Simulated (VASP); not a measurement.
Runs of VASP 6.6.1 on Rh. It takes space group P6_3/mmc (No. 194, hexagonal). The conventional cell has a = 2.731 Å, b = 2.731 Å, c = 4.428 Å, α = 90.00°, β = 90.00°, γ = 120.00°. Within 3.6 Å of Rh (site symmetry -6m2) lie 12 Rh at 2.72 to 2.73 Å. 

| smearing | gap on the mesh (eV) | pressure (GPa) |
| --- | --- | --- |
| gaussian 0.3 eV | none | -18.0 |
| gaussian 0.2 eV | none | -18.4 |
| gaussian 0.1 eV | none | (a) |
| gaussian 0.5 eV | none | -16.8 |

Alike in all rows: task single point; level LDA; potentials or basis VASP PAW LDA potentials, release 64 (Rh_pv); no spin polarisation; cell as given; k mesh 10 × 10 × 5; cutoff (eV) 520.

Estimate the missing entries.

(a) -18.7.

A k mesh can miss the band edges, and the runs leave out spin-orbit coupling on Rh.

A gap of «none» marks levels without a gap at the run's occupations.
